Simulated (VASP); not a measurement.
Write the native input for VASP 6.6.1 that does the following.

| Property | Result |
| --- | --- |
| Task | single point |
| Functional | PBE |
| Potentials or basis | VASP PAW PBE potentials, release 64 (Sb, Ru_pv) |
| Cutoff | 520 eV |
| k mesh | 8 × 8 × 8 |
| Occupations | gaussian, width 0.1 eV |
| Spin | no spin polarisation |
| Dipole correction | no |
| Further INCAR settings | ALGO = Normal; EDIFF = 1e-07; NBANDS = 24 |

The structure of SbRu2 lies in POSCAR:

```
SbRu2
1.0
   -1.7422414585      1.7422414585      4.2739360780
    1.7422414585     -1.7422414585      4.2739360780
    1.7422414585      1.7422414585     -4.2739360780
Sb Ru
1 2
Direct
    0.0000000000      0.0000000000      0.0000000000
    0.6650000000      0.6650000000      0.0000000000
    0.3350000000      0.3350000000      0.0000000000
```

These files were run (other wordings do the same):

INCAR

```
SYSTEM = SbRu2
ALGO = Normal ; EDIFF = 1E-7
ENCUT = 520 ; GGA = PE
ISIF = 2 ; ISMEAR = 0
LASPH = .True. ; LCHARG = .True.
LELF = .True. ; LREAL = .False.
LVHAR = .True. ; LWAVE = .False.
NBANDS = 24 ; NELM = 60
PREC = Accurate ; SIGMA = 0.1
```

KPOINTS

```
k-points
0
Gamma
  8 8 8
  0 0 0
```

Potentials or basis: VASP PAW PBE potentials, release 64 (Sb, Ru_pv).

Command:

```sh
$ cat potpaw_PBE.64/Sb/POTCAR potpaw_PBE.64/Ru_pv/POTCAR > POTCAR
$ mpirun -np 1 vasp_std > vasp.out
```

Results of the run:

| Quantity | Value |
| --- | --- |
| Pressure | -8.9 GPa |
| Band gap on the k mesh | zero (an odd number of electrons rules out a gap without spin polarisation) |

Caveat: the cell stands under tension; spin-orbit coupling is left out, which moves the levels of the heavy elements.

Run time: 57 s on 1 thread of Intel(R) Xeon(R) 6975P-C (Granite Rapids), with other jobs on the host, peak memory 0.27 GiB.
